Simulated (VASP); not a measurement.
# SiC: single point with PBE

SiC:

```
Si C
1.0
     3.19837    0.00000    0.00000
    -1.59919    2.76987    0.00000
     0.00000    0.00000    5.01742
Si C
2 2
Direct
  0.33333 0.66667 0.99779
  0.66667 0.33333 0.49779
  0.33333 0.66667 0.37721
  0.66667 0.33333 0.87721
```

This cell differs from its parent crystal: epitaxial xy strain +4.0%.

```
Program                : VASP 6.6.1
Task                   : single point
Functional             : PBE
Potentials or basis    : VASP PAW PBE potentials, release 64 (Si, C)
Cutoff                 : 520 eV
k mesh                 : 12 × 12 × 6
Occupations            : fermi-dirac, width 0.02 eV
Spin                   : no spin polarisation
Dipole correction      : no
Further INCAR settings : ALGO = Normal; EDIFF = 1e-06; NBANDS = 16
```

```json
{"Pressure": "-10.6 GPa", "Largest force": "0.048 eV/Å", "Band gap on the k mesh": "2.20 eV, indirect (least direct gap 3.40 eV)"}
```

Forces in eV/Å, atoms in the order of the input:
```
Si   0.000  0.000 -0.048
Si   0.000  0.000 -0.048
C    0.000  0.000  0.048
C    0.000  0.000  0.048
```

Stress tensor (GPa, compression positive):
```
-17.33   0.00   0.00
  0.00 -17.33   0.00
  0.00   0.00   2.79
```

Levels at points of the mesh, in eV from the valence-band top:
```csv
k point,band 6,band 7,band 8,band 9,band 10,band 11
"(0.00, 0.00, 0.00)",-0.19,-0.19,0.00,3.40,5.53,5.80
"(0.50, 0.00, 0.00)",-3.52,-3.19,-1.25,2.20,4.32,6.21
"(0.00, 0.00, 0.50)",-1.01,-1.01,-1.01,4.66,4.66,6.55
"(0.50, 0.00, 0.50)",-2.60,-2.14,-2.14,3.08,3.08,5.04
```

It took 15 s on 1 thread of Intel(R) Xeon(R) 6975P-C (Granite Rapids), with other jobs on the host, peak memory 0.18 GiB.

Caveat: the cell differs from its parent crystal (epitaxial xy strain +4.0%). A k mesh can miss the band edges.
